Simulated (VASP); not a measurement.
# CsPbBr3: single point with r2SCAN

The system is CsPbBr3.

```xyz
5
Lattice="5.9325 0.0000 0.0000 0.0000 5.9325 0.0000 0.0000 0.0000 5.9325" Properties=species:S:1:pos:R:3 pbc="T T T"
Pb    2.9662    2.9662    2.9662
Cs    0.0000    0.0000    0.0000
Br    2.9662    2.9662    0.0000
Br    2.9662    0.0000    2.9662
Br    0.0000    2.9662    2.9662
```

* Program: VASP 6.6.1
* Task: single point
* Functional: r2SCAN
* Potentials or basis: VASP PAW PBE potentials, release 64 (Pb_d, Cs_sv, Br)
* Cutoff: 520 eV
* k mesh: 5 × 5 × 5
* Occupations: fermi-dirac, width 0.05 eV
* Spin: no spin polarisation
* Dipole correction: no
* Further INCAR settings: ALGO = Normal; EDIFF = 1e-07; NBANDS = 30

| Quantity | Value |
| --- | --- |
| Pressure | 0.0 GPa |
| Band gap on the k mesh | 3.05 eV |

Levels at points of the mesh, in eV from the valence-band top:
```
           k point  band 19  band 20  band 21  band 22  band 23  band 24  band 25  band 26
(0.00, 0.00, 0.00)    -1.55    -1.44    -1.44    -1.44     4.20     5.23     5.23     6.06
```

Run time: 16 min on 1 thread of Intel Xeon 8259CL (shared host), peak memory 0.4 GiB.

Caveat: the PAW data sets were made with another functional, which shifts forces and pressure a little; spin-orbit coupling is left out, which moves the levels of the heavy elements; an odd mesh through Γ misses points on the zone boundary, where band edges can lie. r2SCAN opens gaps a little over a GGA but as a rule still falls short of measured ones.
